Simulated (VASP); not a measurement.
P, 2 atoms in the cell. Symmetry: I4_1/amd, No. 141, tetragonal system. The conventional cell has a = 4.686 Å, b = 4.686 Å, c = 2.753 Å, α = 90.00°, β = 90.00°, γ = 90.00°. P (site symmetry -4m2) has 10 P at 2.44 to 3.12 Å within 3.2 Å. 

| Quantity | Value |
| --- | --- |
| Program | VASP 6.6.1 |
| Task | relaxation of cell and atoms |
| Functional | PBE |
| Potentials or basis | VASP PAW PBE potentials, release 64 (P) |
| Cutoff | 600 eV |
| k mesh | 24 × 24 × 24 |
| Occupations | gaussian, width 0.1 eV |
| Spin | no spin polarisation |
| Dipole correction | no |
| Further INCAR settings | ALGO = Normal; EDIFF = 1e-07; IBRION = 2; EDIFFG = -0.01; NSW = 100; ISIF = 3 |

Potentials or basis: VASP PAW PBE potentials, release 64 (P).

The run is started by

```sh
$ cat potpaw_PBE.64/P/POTCAR > POTCAR
$ mpirun -np 1 vasp_std > vasp.out
```

Hardware: 1 thread of Intel(R) Xeon(R) Platinum 8488C (Sapphire Rapids), on a shared host.

Question: Estimate the wall time of this run.

Answer: It took 29 min on 1 thread of Intel(R) Xeon(R) Platinum 8488C (Sapphire Rapids), on a shared host, peak memory 0.45 GiB. Counts: scf iterations 72, k points 1063, ion steps 10.
